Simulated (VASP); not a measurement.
# Sn (Fddd) in VASP: single point with r2SCAN

Aim: the single point of Sn with r2SCAN.

Everything below comes from runs of VASP 6.6.1. Logs are shortened: lines on timing, memory, paths and dates and some standing lists are left out, and cuts for length are marked.

## 1. The cell of the first run

The structure is orthorhombic, space group Fddd (No. 70). Conventional cell: a = 6.459 Å, b = 6.491 Å, c = 6.524 Å, α = 90.00°, β = 90.00°, γ = 90.00°. Within 3.7 Å of Sn (site symmetry 222) lie 4 Sn at 2.81 Å.

## 2. Single point, r2SCAN (strain +0.0050 x Voigt [1, -1, 0, 0, 0, 0])

POSCAR

```
Sn
1.0
    0.0000000000      3.2293720000      3.2456000000
    3.2618280000      0.0000000000      3.2456000000
    3.2618280000      3.2293720000      0.0000000000
Sn
2
Direct
    0.5000000000      0.5000000000      0.5000000000
    0.7500000000      0.7500000000      0.7500000000
```

INCAR.step1

```
SYSTEM = Sn
PREC     = Accurate       ! precision mode
ENCUT    = 520            ! plane-wave cutoff, eV
ISMEAR   = 0              ! smearing method
SIGMA    = 0.1            ! smearing width, eV
LREAL    = .FALSE.        ! projectors in reciprocal space
LASPH    = .TRUE.         ! aspherical terms in the spheres
NELM     = 100            ! most SCF steps
NBANDS   = 21             ! bands
GGA      = PE             ! functional
ALGO     = Normal         ! electronic algorithm
EDIFF    = 1E-4           ! SCF threshold, eV
LWAVE    = .TRUE.         ! write WAVECAR
LCHARG   = .FALSE.        ! write CHGCAR
```

INCAR.step2

```
SYSTEM = Sn
PREC     = Accurate       ! precision mode
ENCUT    = 520            ! plane-wave cutoff, eV
EDIFF    = 1E-6           ! SCF threshold, eV
ISMEAR   = 0              ! smearing method
SIGMA    = 0.1            ! smearing width, eV
LREAL    = .FALSE.        ! projectors in reciprocal space
LASPH    = .TRUE.         ! aspherical terms in the spheres
NELM     = 100            ! most SCF steps
ALGO     = Normal         ! electronic algorithm
ISIF     = 2              ! what is computed and relaxed
LWAVE    = .FALSE.        ! write WAVECAR
LCHARG   = .TRUE.         ! write CHGCAR
METAGGA  = R2SCAN         ! meta-GGA
LMIXTAU  = .TRUE.       
LELF     = .TRUE.         ! ELF
LVHAR    = .TRUE.       
NBANDS   = 21             ! bands
ISTART   = 1
```

KPOINTS

```
Automatic mesh
0
G
  12 12 12
  0 0 0
```

Potentials or basis: VASP PAW PBE potentials, release 64 (Sn_d).

Launch:

```sh
$ cat potpaw_PBE.64/Sn_d/POTCAR > POTCAR
$ cp INCAR.step1 INCAR
$ mpirun -np 1 vasp_std > vasp.out
$ cp INCAR.step2 INCAR
$ mpirun -np 1 vasp_std > vasp.out
```

OUTCAR:

```text
SYSTEM = Sn
   PREC = Accurate
   ENCUT = 520
   EDIFF = 1E-6
   ISMEAR = 0
   LREAL = .FALSE.
   LASPH = .TRUE.
   NELM = 100
   ISIF = 2
   METAGGA = R2SCAN
   ISTART = 1

 ion  position               nearest neighbor table
   1  0.500  0.500  0.500-   2 2.81   2 2.81   2 2.81   2 2.81
   2  0.750  0.750  0.750-   1 2.81   1 2.81   1 2.81   1 2.81

  LATTYP: Found a face centered orthorhombic cell.
 ALAT       =     6.4587440000
 B/A-ratio  =     1.0050251256
 C/A-ratio  =     1.0100502513

  Lattice vectors:

 A1 = (  -3.2618280000,   0.0000000000,  -3.2456000000)
 A2 = (  -3.2618280000,   3.2293720000,   0.0000000000)
 A3 = (   0.0000000000,   3.2293720000,  -3.2456000000)

Analysis of symmetry for initial positions (statically):
=====================================================================
 Subroutine PRICEL returns:
 Original cell was already a primitive cell.

 Routine SETGRP: Setting up the symmetry group for a
 face centered orthorhombic supercell.

 Subroutine GETGRP returns: Found  8 space group operations
 (whereof  4 operations were pure point group operations)
 out of a pool of  8 trial point group operations.

The static configuration has the point symmetry D_2 .
 The point group associated with its full space group is D_2h.

Analysis of symmetry for dynamics (positions and initial velocities):
=====================================================================
 Subroutine PRICEL returns:
 Original cell was already a primitive cell.

 Routine SETGRP: Setting up the symmetry group for a
 face centered orthorhombic supercell.

 Subroutine GETGRP returns: Found  8 space group operations
 (whereof  4 operations were pure point group operations)
 out of a pool of  8 trial point group operations.

The dynamic configuration has the point symmetry D_2 .
 The point group associated with its full space group is D_2h.

 Subroutine INISYM returns: Found  8 space group operations
 (whereof  4 operations are pure point group operations),
 and found     1 'primitive' translations

----------------------------------------------------------------------------------------

                                     Primitive cell

  volume of cell :      68.3761

  direct lattice vectors                    reciprocal lattice vectors
     0.000000000  3.229372000  3.245600000    -0.153288279  0.154828865  0.154054720
     3.261828000  0.000000000  3.245600000     0.153288279 -0.154828865  0.154054720
     3.261828000  3.229372000  0.000000000     0.153288279  0.154828865 -0.154054720

  length of vectors
     4.578510989  4.601460775  4.590028912     0.266837274  0.266837274  0.266837274

  position of ions in fractional coordinates (direct lattice)
     0.500000000  0.500000000  0.500000000
     0.750000000  0.750000000  0.750000000

  ion indices of the primitive-cell ions
   primitive index   ion index
                 1           1
                 2           2

----------------------------------------------------------------------------------------

 KPOINTS: Automatic mesh

Automatic generation of k-mesh.
 Grid dimensions read from file:
 generate k-points for:   12   12   12

 Generating k-lattice:

  Cartesian coordinates                     Fractional coordinates (reciprocal lattice)
    -0.012774023  0.012902405  0.012837893     0.083333333 -0.000000000  0.000000000
     0.012774023 -0.012902405  0.012837893    -0.000000000  0.083333333  0.000000000
     0.012774023  0.012902405 -0.012837893     0.000000000  0.000000000  0.083333333

  Length of vectors
     0.022236439  0.022236439  0.022236439

  Shift w.r.t. Gamma in fractional coordinates (k-lattice)
     0.000000000  0.000000000  0.000000000

 Subroutine IBZKPT returns following result:
 ===========================================

 Found    280 irreducible k-points:

 Following reciprocal coordinates:
            Coordinates               Weight
  0.000000  0.000000  0.000000      1.000000
  0.083333  0.000000  0.000000      8.000000
  0.166667  0.000000  0.000000      8.000000
  0.250000 -0.000000  0.000000      8.000000
  0.333333  0.000000  0.000000      8.000000
  0.416667 -0.000000  0.000000      8.000000
[... 16 lines left out ...]
  0.500000  0.166667  0.000000      8.000000
 -0.416667  0.166667  0.000000      8.000000
 [... further k-points ...]
   k-points           NKPTS =    280   k-points in BZ     NKDIM =    280   number of bands    NBANDS=     21
   number of dos      NEDOS =    301   number of ions     NIONS =      2
   total plane-waves  NPLWV =  46656
   dimension x,y,z NGX =    36 NGY =   36 NGZ =   36
   dimension x,y,z NGXF=    72 NGYF=   72 NGZF=   72
   ions per type =               2
   NGX,Y,Z   is equivalent  to a cutoff of  13.07, 13.01, 13.04 a.u.
   NGXF,Y,Z  is equivalent  to a cutoff of  26.14, 26.01, 26.08 a.u.
 SYSTEM =  Sn
   PREC   = accura    normal or accurate (medium, high low for compatibility)
   ISTART =      1    job   : 0-new  1-cont  2-samecut
   ICHARG =      0    charge: 1-file 2-atom 10-const
   ISPIN  =      1    spin polarized calculation?
   LNONCOLLINEAR =      F non collinear calculations
   LSORBIT =      F    spin-orbit coupling
   LASPH  =      T    aspherical Exc in radial PAW
   ENCUT  =  520.0 eV  38.22 Ry    6.18 a.u.   8.51  8.56  8.53*2*pi/ulx,y,z
   NELM   =    100;   NELMIN=  2; NELMDL=  0     # of ELM steps
   EDIFF  = 0.1E-05   stopping-criterion for ELM
   LREAL  =      F    real-space projection
   EDIFFG = 0.1E-04   stopping-criterion for IOM
   NSW    =      0    number of steps for IOM
   IBRION =     -1    ionic relax: 0-MD 1-quasi-New 2-CG
   NFREE  =      0    steps in history (QN), initial steepest desc. (CG)
   ISIF   =      2    stress and relaxation
   ISYM   =      2    0-nonsym 1-usesym 2-fastsym
   POTIM  = 0.5000    time-step for ionic-motion
   TEBEG  =    0.0;   TEEND  =   0.0 temperature during run
   PSTRESS=    0.0 pullay stress
   NELECT =      28.0000    total number of electrons
   NUPDOWN=      -1.0000    fix difference up-down
   EMIN   =  10.00;   EMAX   =-10.00  energy-range for DOS
   EFERMI =   0.00;   METHOD = LEGACY
   ISMEAR =     0;   SIGMA  =   0.10  broadening in eV -4-tet -1-fermi 0-gaus
   EFERMI_NEDOS =   21; number of points for ismear=-14 and -15
   IALGO  =     38    algorithm
   IMIX   =      4    mixing-type and parameters
     AMIX     =   0.40;   BMIX     =  1.00
     AMIX_MAG =   1.60;   BMIX_MAG =  1.00
  volume/ion in A,a.u.               =      34.19       230.71
  Fermi-wavevector in a.u.,A,eV,Ry     =   1.215699  2.297338 20.108384  1.477925
  Thomas-Fermi vector in A             =   2.351078
   LORBIT       =      0    0 simple, 1 ext, 2 COOP (PROOUT), +10 PAW based schemes
   METAGGA = R2SCAN    functional components
   LHFCALC =     F    Hartree Fock is set to
   AEXX    =    0.0000 exact exchange contribution
   IVDW    =     0    specifies the selected vdW correction
   LEPSILON=     F    determine dielectric tensor
   LRPA    =     F    only Hartree local field effects (RPA)
 non-spin polarized calculation
 Gauss-broadening in eV      SIGMA  =   0.10
  energy-cutoff  :      520.00
  volume of cell :       68.38
 maximum number of plane-waves:      1863
 NGX is ok and might be reduce to    36
   NGX = 17   NGY = 17   NGZ = 17

 number of electron      28.0000000 magnetization

 Free energy of the ion-electron system (eV)
  ---------------------------------------------------
  ext. energy  EPLUGINS =         0.00000000
  ---------------------------------------------------
  free energy    TOTEN  =       -49.48286089 eV

  energy without entropy =      -49.48266203  energy(sigma->0) =      -49.48276146

 E-fermi :   5.6009     XC(G=0):  -9.5890

 val. band max:        5.5773496186   @ k =   0.0000   0.0000   0.0000
 cond. band min:       5.6122299651   @ k =   0.0000   0.0000   0.0000
 fundamental gap:      0.0348803465
 Fermi energy:         5.6008979554

 k-point     1 :       0.0000    0.0000    0.0000
  band No.  band energies     occupation
      1     -16.8328      2.00000
      2     -16.8306      2.00000
      3     -16.8284      2.00000
      4     -16.7647      2.00000
      5     -16.7632      2.00000
      6     -16.4437      2.00000
[... 13 lines left out ...]
     20      13.7589      0.00000
     21      13.8996      0.00000

 k-point     2 :       0.0833    0.0000    0.0000
  band No.  band energies     occupation
      1     -16.8379      2.00000
      2     -16.8354      2.00000
      3     -16.8286      2.00000
      4     -16.7565      2.00000
      5     -16.7553      2.00000
      6     -16.4524      2.00000
[... 13 lines left out ...]
     20      13.1995      0.00000
     21      13.3055      0.00000

 k-point     3 :       0.1667    0.0000    0.0000
  band No.  band energies     occupation
      1     -16.8491      2.00000
      2     -16.8464      2.00000
      3     -16.8240      2.00000
      4     -16.7393      2.00000
      5     -16.7383      2.00000
      6     -16.4677      2.00000
[... 13 lines left out ...]
     20      12.7541      0.00000
     21      12.8273      0.00000

 k-point     4 :       0.2500   -0.0000    0.0000
  band No.  band energies     occupation
      1     -16.8592      2.00000
      2     -16.8562      2.00000
      3     -16.8173      2.00000
      4     -16.7219      2.00000
      5     -16.7213      2.00000
      6     -16.4816      2.00000
[... 13 lines left out ...]
     20      12.7483      0.00000
     21      12.7799      0.00000

 k-point     5 :       0.3333    0.0000    0.0000
  band No.  band energies     occupation
      1     -16.8662      2.00000
      2     -16.8627      2.00000
      3     -16.8103      2.00000
      4     -16.7089      2.00000
      5     -16.7085      2.00000
      6     -16.4909      2.00000
[... 13 lines left out ...]
     20      13.2370      0.00000
     21      13.2489      0.00000
[... 382 lines left out ...]
     20      13.6722      0.00000
     21      14.2814      0.00000

 k-point    22 :       0.4167    0.1667    0.0000
  band No.  band energies     occupation
      1     -16.8871      2.00000
      2     -16.8692      2.00000
      3     -16.7917      2.00000
      4     -16.6933      2.00000
      5     -16.6636      2.00000
      6     -16.5626      2.00000
[... 13 lines left out ...]
     20      14.3122      0.00000
     21      14.9063      0.00000

 k-point    23 :       0.5000    0.1667    0.0000
  band No.  band energies     occupation
      1     -16.8935      2.00000
      2     -16.8744      2.00000
      3     -16.7755      2.00000
      4     -16.6797      2.00000
      5     -16.6681      2.00000
      6     -16.5529      2.00000
[... 13 lines left out ...]
     20      14.7339      0.00000
     21      14.9440      0.00000

 k-point    24 :      -0.4167    0.1667    0.0000
  band No.  band energies     occupation
      1     -16.8942      2.00000
      2     -16.8776      2.00000
      3     -16.7677      2.00000
      4     -16.6814      2.00000
      5     -16.6701      2.00000
      6     -16.5336      2.00000
[... 13 lines left out ...]
     20      13.7926      0.00000
     21      14.0811      0.00000

 [... further k-points ...]

------------------------ aborting loop because EDIFF is reached ----------------------------------------

  FORCE on cell =-STRESS in cart. coord.  units (eV):
  Direction    XX          YY          ZZ          XY          YZ          ZX
  --------------------------------------------------------------------------------------
  -------------------------------------------------------------------------------------
  Total        0.5918188      0.7460562      0.6708869      0.0000000      0.0000000      0.0000000
  in kB       13.8674066     17.4814728     15.7201173      0.0000000      0.0000000      0.0000000
  external PRESSURE =      15.6896655 kB  Pullay stress =       0.0000000 kB

 VOLUME and BASIS-vectors are now :
 -----------------------------------------------------------------------------
  energy-cutoff  :      520.00
  volume of cell :       68.38
      direct lattice vectors                 reciprocal lattice vectors
     0.000000000  3.229372000  3.245600000    -0.153288279  0.154828865  0.154054720
     3.261828000  0.000000000  3.245600000     0.153288279 -0.154828865  0.154054720
     3.261828000  3.229372000  0.000000000     0.153288279  0.154828865 -0.154054720

 POSITION                                       TOTAL-FORCE (eV/Angst)
 -----------------------------------------------------------------------------------
      3.26183      3.22937      3.24560         0.000000      0.000000      0.000000
      4.89274      4.84406      4.86840        -0.000000     -0.000000     -0.000000
 -----------------------------------------------------------------------------------
    total drift:                                0.000000      0.000000      0.000000

  FREE ENERGIE OF THE ION-ELECTRON SYSTEM (eV)
  ---------------------------------------------------
  free  energy   TOTEN  =       -49.4828608892 eV

  energy  without entropy=      -49.4826620329  energy(sigma->0) =      -49.48276146
```

Wall time 16 min (1 thread of Intel Xeon Platinum 8488C (Sapphire Rapids), shared host); peak memory 0.44 GiB.

What came out:

```
Free energy : -49.4829 eV
Pressure    : 1.6 GPa
```

Stress tensor (GPa, compression positive):
```
1.39 0.00 0.00
0.00 1.75 0.00
0.00 0.00 1.57
```

Caveat: the cell differs from its parent crystal (strain +0.0050 x Voigt [1, -1, 0, 0, 0, 0]); the PAW data sets were made with another functional, which shifts forces and pressure a little; spin-orbit coupling is left out, which moves the levels of the heavy elements.
